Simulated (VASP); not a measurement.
A run of VASP 6.6.1:

File INCAR:

```
PREC = Accurate ; ENCUT = 520
EDIFF = 1E-7 ; ISMEAR = -1
SIGMA = 0.1 ; LREAL = False
LASPH = True ; NELM = 100
ALGO = Normal ; ISIF = 2
LWAVE = False ; LCHARG = True
GGA = PS ; LELF = True
LVHAR = True ; NBANDS = 17
```

KPOINTS

```
Automatic mesh
0
Gamma
  19 19 10
```

POSCAR

```
Hf
1.0
    3.2002400984      0.0000000000      0.0000000000
   -1.6001200492      2.7714892234      0.0000000000
    0.0000000000      0.0000000000      5.0705887025
Hf
2
Direct
    0.3333333333      0.6666666667      0.2500000000
    0.6666666667      0.3333333333      0.7500000000
```

Potentials or basis: VASP PAW PBE potentials, release 64 (Hf_pv).

Launch:

```sh
$ cat potpaw_PBE.64/Hf_pv/POTCAR > POTCAR
$ mpirun -np 1 vasp_std > vasp.out
```

Hardware: 1 thread of Intel(R) Xeon(R) 6975P-C (Granite Rapids), with other jobs on the host.

Problem. How long does it take, and how much memory?

Solution. It took 52 s on 1 thread of Intel(R) Xeon(R) 6975P-C (Granite Rapids), on a shared host, peak memory 0.27 GiB. Counts: scf iterations 13, k points 240.
